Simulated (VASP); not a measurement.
Wanted: the native input for a VASP 6.6.1 run.

- Task: single point
- Functional: PBE
- Potentials or basis: VASP PAW PBE potentials, release 64 (Ti_sv)
- Cutoff: 520 eV
- k mesh: 24 × 24 × 14
- Occupations: gaussian, width 0.15 eV
- Spin: no spin polarisation
- Dipole correction: no
- Further INCAR settings: ALGO = Fast; EDIFF = 1e-06; NBANDS = 19

The structure of Ti lies in POSCAR:

```
Ti
1.0
    2.7033814164      0.0000000000      0.0000000000
   -1.3516907082      2.3411969827      0.0000000000
    0.0000000000      0.0000000000      4.2785832934
Ti
2
Direct
    0.3333333333      0.6666666667      0.2500000000
    0.6666666667      0.3333333333      0.7500000000
```

This cell differs from its parent crystal: strain -0.080 along x and y, -0.080 along z.

One way to write it, as run:

INCAR

```
SYSTEM = Ti
  PREC = Accurate
  ENCUT = 520
  EDIFF = 1E-6
  ISMEAR = 0
  SIGMA = 0.15
  LREAL = .FALSE.
  LASPH = .TRUE.
  NELM = 80
  ALGO = Fast
  ISIF = 2
  LWAVE = .FALSE.
  LCHARG = .FALSE.
  GGA = PE
  NBANDS = 19
```

KPOINTS

```
Automatic mesh
0
G
  24 24 14
  0 0 0
```

Potentials or basis: VASP PAW PBE potentials, release 64 (Ti_sv).

Command:

```bash
$ cat potpaw_PBE.64/Ti_sv/POTCAR > POTCAR
$ mpirun -np 1 vasp_std > vasp.out
```

Results of the run:

```json
{"Pressure": "42.1 GPa", "Band gap on the k mesh": "zero (bands 12 and 13 overlap by 1.36 eV)"}
```

Caveat: the cell differs from its parent crystal (strain -0.080 along x and y, -0.080 along z); the cell stands under pressure.

It took 6.9 min on 1 thread of Intel(R) Xeon(R) Platinum 8375C CPU @ 2.90GHz (Ice Lake), on a shared host, peak memory 0.31 GiB.
